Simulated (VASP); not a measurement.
# ZnGeP2 (I-42d) in VASP: notebook

ZnGeP2 is run at these levels: LDA, PBEsol; tasks: single point.

Program: VASP 6.6.1. These are calculated values, not measurements. Logs are shortened: lines on timing, memory, paths and dates and some standing lists are left out, and cuts for length are marked.

### 1 The cell of the first run

Symmetry: I-42d, No. 122, tetragonal system. Conventional cell: a = 5.374 Å, b = 5.374 Å, c = 10.625 Å, α = 90.00°, β = 90.00°, γ = 90.00°. Zn (site symmetry -4) has 4 P at 2.32 Å within 3.1 Å. Within 3.1 Å of Ge (site symmetry -4) lie 4 P at 2.32 Å. Within 3.1 Å of P (site symmetry 2) lie 2 Ge at 2.32 Å and 2 Zn at 2.32 Å.

### 2 Single point, LDA

INCAR reads:

```
ALGO     = Normal         # electronic algorithm
EDIFF    = 1E-6           # SCF threshold, eV
ENCUT    = 500            # plane-wave cutoff, eV
GGA_COMPAT= False        
ISIF     = 2              # what is computed and relaxed
ISMEAR   = -1             # smearing method
LASPH    = True           # aspherical terms in the spheres
LCHARG   = True           # write CHGCAR
LELF     = True           # ELF
LREAL    = False          # projectors in reciprocal space
LVHAR    = True         
LWAVE    = False          # write WAVECAR
NBANDS   = 46             # bands
NELM     = 120            # most SCF steps
PREC     = Accurate       # precision mode
SIGMA    = 0.02           # smearing width, eV
```

KPOINTS reads:

```
k-points
0
Gamma
  6 6 6
```

POSCAR reads:

```
ZnGeP2
1.0
   -2.6871184895      2.6871184895      5.3125920423
    2.6871184895     -2.6871184895      5.3125920423
    2.6871184895      2.6871184895     -5.3125920423
Zn Ge P
2 2 4
Direct
    0.7500000000      0.2500000000      0.5000000000
    0.0000000000      0.0000000000      0.0000000000
    0.2500000000      0.7500000000      0.5000000000
    0.5000000000      0.5000000000      0.0000000000
    0.1254166850      0.6250000000      0.0004166850
    0.8750000000      0.8745833150      0.4995833150
    0.3750000000      0.3754166850      0.5004166850
    0.6245833150      0.1250000000      0.9995833150
```

Potentials or basis: VASP PAW LDA potentials, release 64 (Zn, Ge_d, P).

Run with:

```bash
> cat potpaw_LDA.64/Zn/POTCAR potpaw_LDA.64/Ge_d/POTCAR potpaw_LDA.64/P/POTCAR > POTCAR
> mpirun -np 1 vasp_std > vasp.out
```

OUTCAR:

```text
EDIFF = 1E-6
   ENCUT = 500
   ISIF = 2
   ISMEAR = -1
   LASPH = True
   LREAL = False
   NELM = 120
   PREC = Accurate

 ion  position               nearest neighbor table
   1  0.750  0.250  0.500-   5 2.32   6 2.32   7 2.32   8 2.32
   2  0.000  0.000  0.000-   7 2.32   8 2.32   5 2.32   6 2.32
   3  0.250  0.750  0.500-   5 2.32   6 2.32   7 2.32   8 2.32
   4  0.500  0.500  0.000-   5 2.32   6 2.32   7 2.32   8 2.32
   5  0.125  0.625  0.000-   3 2.32   4 2.32   1 2.32   2 2.32
   6  0.875  0.875  0.500-   3 2.32   4 2.32   1 2.32   2 2.32
   7  0.375  0.375  0.500-   3 2.32   4 2.32   2 2.32   1 2.32
   8  0.625  0.125  1.000-   3 2.32   4 2.32   2 2.32   1 2.32

  LATTYP: Found a body centered tetragonal cell.
 ALAT       =     5.3742369790
 C/A-ratio  =     1.9770590925

  Lattice vectors:

 A1 = (  -2.6871184895,   2.6871184895,   5.3125920423)
 A2 = (   2.6871184895,  -2.6871184895,   5.3125920423)
 A3 = (   2.6871184895,   2.6871184895,  -5.3125920423)

Analysis of symmetry for initial positions (statically):
=====================================================================
 Subroutine PRICEL returns:
 Original cell was already a primitive cell.

 Routine SETGRP: Setting up the symmetry group for a
 body centered tetragonal supercell.

 Subroutine GETGRP returns: Found  8 space group operations
 (whereof  4 operations were pure point group operations)
 out of a pool of 16 trial point group operations.

The static configuration has the point symmetry S_4 .
 The point group associated with its full space group is D_2d.

Analysis of symmetry for dynamics (positions and initial velocities):
=====================================================================
 Subroutine PRICEL returns:
 Original cell was already a primitive cell.

 Routine SETGRP: Setting up the symmetry group for a
 body centered tetragonal supercell.

 Subroutine GETGRP returns: Found  8 space group operations
 (whereof  4 operations were pure point group operations)
 out of a pool of 16 trial point group operations.

The dynamic configuration has the point symmetry S_4 .
 The point group associated with its full space group is D_2d.

 Subroutine INISYM returns: Found  8 space group operations
 (whereof  4 operations are pure point group operations),
 and found     1 'primitive' translations

----------------------------------------------------------------------------------------

                                     Primitive cell

  volume of cell :     153.4405

  direct lattice vectors                    reciprocal lattice vectors
    -2.687118489  2.687118489  5.312592042     0.000000000  0.186072926  0.094116016
     2.687118489 -2.687118489  5.312592042     0.186072926  0.000000000  0.094116016
     2.687118489  2.687118489 -5.312592042     0.186072926  0.186072926  0.000000000

  length of vectors
     6.531833262  6.531833262  6.531833262     0.208520882  0.208520882  0.263146856

  position of ions in fractional coordinates (direct lattice)
     0.750000000  0.250000000  0.500000000
     0.000000000  0.000000000  0.000000000
     0.250000000  0.750000000  0.500000000
     0.500000000  0.500000000  0.000000000
     0.125416685  0.625000000  0.000416685
     0.875000000  0.874583315  0.499583315
     0.375000000  0.375416685  0.500416685
     0.624583315  0.125000000  0.999583315

  ion indices of the primitive-cell ions
   primitive index   ion index
                 1           1
                 2           2
                 3           3
                 4           4
                 5           5
                 6           6
                 7           7
                 8           8

----------------------------------------------------------------------------------------

 KPOINTS: k-points

Automatic generation of k-mesh.
 Grid dimensions read from file:
 generate k-points for:    6    6    6

 Generating k-lattice:

  Cartesian coordinates                     Fractional coordinates (reciprocal lattice)
     0.000000000  0.031012154  0.015686003     0.166666667 -0.000000000  0.000000000
     0.031012154  0.000000000  0.015686003    -0.000000000  0.166666667  0.000000000
     0.031012154  0.031012154  0.000000000     0.000000000  0.000000000  0.166666667

  Length of vectors
     0.034753480  0.034753480  0.043857809

  Shift w.r.t. Gamma in fractional coordinates (k-lattice)
     0.000000000  0.000000000  0.000000000

 Subroutine IBZKPT returns following result:
 ===========================================

 Found     30 irreducible k-points:

 Following reciprocal coordinates:
            Coordinates               Weight
  0.000000  0.000000  0.000000      1.000000
  0.166667 -0.000000  0.000000      8.000000
  0.333333  0.000000 -0.000000      8.000000
  0.500000 -0.000000  0.000000      4.000000
  0.166667  0.166667  0.000000      8.000000
  0.333333  0.166667  0.000000     16.000000
[... 16 lines left out ...]
 -0.333333 -0.333333  0.166667      8.000000
 -0.166667 -0.333333  0.166667      8.000000
 [... further k-points ...]
   k-points           NKPTS =     30   k-points in BZ     NKDIM =     30   number of bands    NBANDS=     46
   number of dos      NEDOS =    301   number of ions     NIONS =      8
   total plane-waves  NPLWV = 110592
   dimension x,y,z NGX =    48 NGY =   48 NGZ =   48
   dimension x,y,z NGXF=    96 NGYF=   96 NGZF=   96
   ions per type =               2   2   4
   NGX,Y,Z   is equivalent  to a cutoff of  12.22, 12.22, 12.22 a.u.
   NGXF,Y,Z  is equivalent  to a cutoff of  24.43, 24.43, 24.43 a.u.
 SYSTEM =  unknown system
   PREC   = accura    normal or accurate (medium, high low for compatibility)
   ISTART =      0    job   : 0-new  1-cont  2-samecut
   ICHARG =      2    charge: 1-file 2-atom 10-const
   ISPIN  =      1    spin polarized calculation?
   LNONCOLLINEAR =      F non collinear calculations
   LSORBIT =      F    spin-orbit coupling
   LASPH  =      T    aspherical Exc in radial PAW
   ENCUT  =  500.0 eV  36.75 Ry    6.06 a.u.  11.91 11.91 11.91*2*pi/ulx,y,z
   NELM   =    120;   NELMIN=  2; NELMDL= -5     # of ELM steps
   EDIFF  = 0.1E-05   stopping-criterion for ELM
   LREAL  =      F    real-space projection
[... 7 lines left out ...]
   TEBEG  =    0.0;   TEEND  =   0.0 temperature during run
   PSTRESS=    0.0 pullay stress
   NELECT =      72.0000    total number of electrons
   NUPDOWN=      -1.0000    fix difference up-down
   EMIN   =  10.00;   EMAX   =-10.00  energy-range for DOS
   EFERMI =   0.00;   METHOD = LEGACY
   ISMEAR =    -1;   SIGMA  =   0.02  broadening in eV -4-tet -1-fermi 0-gaus
   EFERMI_NEDOS =   21; number of points for ismear=-14 and -15
   IALGO  =     38    algorithm
   IMIX   =      4    mixing-type and parameters
     AMIX     =   0.40;   BMIX     =  1.00
     AMIX_MAG =   1.60;   BMIX_MAG =  1.00
  volume/ion in A,a.u.               =      19.18       129.43
  Fermi-wavevector in a.u.,A,eV,Ry     =   1.272152  2.404018 22.019266  1.618370
  Thomas-Fermi vector in A             =   2.405046
   LORBIT       =      0    0 simple, 1 ext, 2 COOP (PROOUT), +10 PAW based schemes
   GGA     = CA    functional components
   LHFCALC =     F    Hartree Fock is set to
   AEXX    =    0.0000 exact exchange contribution
   IVDW    =     0    specifies the selected vdW correction
   LEPSILON=     F    determine dielectric tensor
   LRPA    =     F    only Hartree local field effects (RPA)
 non-spin polarized calculation
  energy-cutoff  :      500.00
  volume of cell :      153.44
 maximum number of plane-waves:      3920
   NGX = 23   NGY = 23   NGZ = 23

 number of electron      71.9999993 magnetization

 Free energy of the ion-electron system (eV)
  ---------------------------------------------------
  ext. energy  EPLUGINS =         0.00000000
  ---------------------------------------------------
  free energy    TOTEN  =       -39.95779937 eV

  energy without entropy =      -39.95779937  energy(sigma->0) =      -39.95779937

 E-fermi :   5.0245     XC(G=0): -10.3510

 val. band max:        4.6205038776   @ k =   0.0000   0.0000   0.0000
 cond. band min:       5.6877294330   @ k =   0.5000   0.5000   0.5000
 fundamental gap:      1.0672255554
 Fermi energy:         5.0244737090

 k-point     1 :       0.0000    0.0000    0.0000
  band No.  band energies     occupation
      1     -20.4083      2.00000
      2     -20.4070      2.00000
      3     -20.4070      2.00000
      4     -20.4016      2.00000
      5     -20.3953      2.00000
      6     -20.3953      2.00000
[... 38 lines left out ...]
     45       9.6140      0.00000
     46       9.6408      0.00000

 k-point     2 :       0.1667   -0.0000    0.0000
  band No.  band energies     occupation
      1     -20.4084      2.00000
      2     -20.4070      2.00000
      3     -20.4065      2.00000
      4     -20.4017      2.00000
      5     -20.3960      2.00000
      6     -20.3949      2.00000
[... 38 lines left out ...]
     45       9.4085      0.00000
     46      10.1092      0.00000

 k-point     3 :       0.3333    0.0000   -0.0000
  band No.  band energies     occupation
      1     -20.4084      2.00000
      2     -20.4073      2.00000
      3     -20.4055      2.00000
      4     -20.4016      2.00000
      5     -20.3979      2.00000
      6     -20.3943      2.00000
[... 38 lines left out ...]
     45       9.6457      0.00000
     46      10.2177      0.00000

 k-point     4 :       0.5000   -0.0000    0.0000
  band No.  band energies     occupation
      1     -20.4084      2.00000
      2     -20.4075      2.00000
      3     -20.4049      2.00000
      4     -20.4006      2.00000
      5     -20.3997      2.00000
      6     -20.3941      2.00000
[... 920 lines left out ...]
     45       9.5261      0.00000
     46       9.7825      0.00000

 k-point    23 :      -0.3333   -0.3333    0.1667
  band No.  band energies     occupation
      1     -20.4082      2.00000
      2     -20.4080      2.00000
      3     -20.4063      2.00000
      4     -20.4030      2.00000
      5     -20.3946      2.00000
      6     -20.3945      2.00000
[... 38 lines left out ...]
     45       9.5145      0.00000
     46      10.2578      0.00000

 k-point    24 :      -0.1667   -0.3333    0.1667
  band No.  band energies     occupation
      1     -20.4082      2.00000
      2     -20.4078      2.00000
      3     -20.4070      2.00000
      4     -20.4025      2.00000
      5     -20.3950      2.00000
      6     -20.3941      2.00000
[... 38 lines left out ...]
     45       9.0700      0.00000
     46       9.6487      0.00000

 [... further k-points ...]

------------------------ aborting loop because EDIFF is reached ----------------------------------------

  FORCE on cell =-STRESS in cart. coord.  units (eV):
  Direction    XX          YY          ZZ          XY          YZ          ZX
  --------------------------------------------------------------------------------------
  -------------------------------------------------------------------------------------
  Total        0.1273899      0.1273899      0.1258859      0.0000000     -0.0000000      0.0000000
  in kB        1.3301650      1.3301650      1.3144608      0.0000000     -0.0000000      0.0000000
  external PRESSURE =       1.3249302 kB  Pullay stress =       0.0000000 kB

 VOLUME and BASIS-vectors are now :
 -----------------------------------------------------------------------------
  energy-cutoff  :      500.00
  volume of cell :      153.44
      direct lattice vectors                 reciprocal lattice vectors
    -2.687118489  2.687118489  5.312592042     0.000000000  0.186072926  0.094116016
     2.687118489 -2.687118489  5.312592042     0.186072926  0.000000000  0.094116016
     2.687118489  2.687118489 -5.312592042     0.186072926  0.186072926  0.000000000

 POSITION                                       TOTAL-FORCE (eV/Angst)
 -----------------------------------------------------------------------------------
     -0.00000      2.68712      2.65630         0.000000      0.000000      0.000000
      0.00000      0.00000      0.00000         0.000000      0.000000      0.000000
      2.68712     -0.00000      2.65630         0.000000      0.000000     -0.000000
      0.00000      0.00000      5.31259         0.000000      0.000000     -0.000000
      1.34356     -1.34132      3.98444         0.000000      0.022078      0.000000
      1.34132      1.34356      6.64074        -0.022078      0.000000     -0.000000
      1.34580      1.34356      1.32815         0.022078      0.000000      0.000000
      1.34356      4.02844     -1.32815         0.000000     -0.022078     -0.000000
 -----------------------------------------------------------------------------------
    total drift:                               -0.000004     -0.000004     -0.000005

  FREE ENERGIE OF THE ION-ELECTRON SYSTEM (eV)
  ---------------------------------------------------
  free  energy   TOTEN  =       -39.9577993737 eV

  energy  without entropy=      -39.9577993737  energy(sigma->0) =      -39.95779937
```

It took 5.6 min on 1 thread of Oxide Virtual Turin-like, shared host; peak memory 0.33 GiB.

What came out:

```yaml
Free_energy: -39.9578 eV
Pressure: 0.1 GPa
Largest_force: 0.022 eV/Å
Band_gap_on_the_k_mesh: 1.07 eV (least direct gap 1.18 eV)
```

Forces on the atoms (eV/Å):
```
Zn   0.000  0.000  0.000
Zn   0.000  0.000  0.000
Ge   0.000  0.000  0.000
Ge   0.000  0.000  0.000
P    0.000  0.022  0.000
P   -0.022  0.000  0.000
P    0.022  0.000  0.000
P    0.000 -0.022  0.000
```

### 3 Single point, PBEsol

This run uses another cell than the first one, of 19.69 Å³/atom.

INCAR reads:

```
SYSTEM = ZnGeP2
PREC = Accurate ; ENCUT = 500
EDIFF = 1E-6 ; ISMEAR = -1
SIGMA = 0.02 ; LREAL = .FALSE.
LASPH = .TRUE. ; NELM = 120
ALGO = Normal ; ISIF = 2
LWAVE = .FALSE. ; LCHARG = .FALSE.
GGA = PS ; NBANDS = 46
GGA_COMPAT = .FALSE.
```

KPOINTS reads:

```
regular mesh
0
G
  6 6 6
  0 0 0
```

POSCAR reads:

```
ZnGeP2
1.0
   -2.7122164394      2.7122164394      5.3545726851
    2.7122164394     -2.7122164394      5.3545726851
    2.7122164394      2.7122164394     -5.3545726851
Zn Ge P
2 2 4
Direct
    0.7500000000      0.2500000000      0.5000000000
    0.0000000000      0.0000000000      0.0000000000
    0.2500000000      0.7500000000      0.5000000000
    0.5000000000      0.5000000000      0.0000000000
    0.1266842765      0.6250000000      0.0016842765
    0.8750000000      0.8733157235      0.4983157235
    0.3750000000      0.3766842765      0.5016842765
    0.6233157235      0.1250000000      0.9983157235
```

Potentials or basis: VASP PAW PBE potentials, release 64 (Zn, Ge_d, P).

Run with:

```bash
> cat potpaw_PBE.64/Zn/POTCAR potpaw_PBE.64/Ge_d/POTCAR potpaw_PBE.64/P/POTCAR > POTCAR
> mpirun -np 1 vasp_std > vasp.out
```

Run time: 6.4 min. Hardware: 1 thread of Oxide Virtual Turin-like, shared host; peak memory 0.39 GiB.

The run converged. Its results:

```
Free energy            : -37.7574 eV
Pressure               : 0.0 GPa
Largest force          : 0.028 eV/Å
Band gap on the k mesh : 1.13 eV (least direct gap 1.25 eV)
```

Forces in eV/Å, atoms in the order of the input:
```
Zn   0.000  0.000  0.000
Zn   0.000  0.000  0.000
Ge   0.000  0.000  0.000
Ge   0.000  0.000  0.000
P    0.000  0.028  0.000
P   -0.028  0.000  0.000
P    0.028  0.000  0.000
P    0.000 -0.028  0.000
```

Levels at points of the mesh, in eV from the valence-band top:
```csv
k point,band 32,band 33,band 34,band 35,band 36,band 37,band 38,band 39,band 40,band 41
"(0.00, 0.00, 0.00)",-2.67,-2.67,-0.07,-0.07,0.00,1.25,1.40,1.50,3.10,3.10
"(0.50, 0.00, 0.00)",-2.77,-2.56,-1.96,-1.70,-1.02,2.38,2.48,2.73,3.89,3.98
"(0.50, 0.50, 0.00)",-1.90,-1.23,-1.23,-0.78,-0.78,1.17,1.17,2.97,2.97,4.00
"(0.50, 0.50, 0.50)",-2.59,-1.97,-1.97,-1.42,-1.42,1.13,1.13,1.33,1.33,2.29
```

Caveat: the PAW data sets were made with another functional, which shifts forces and pressure a little.
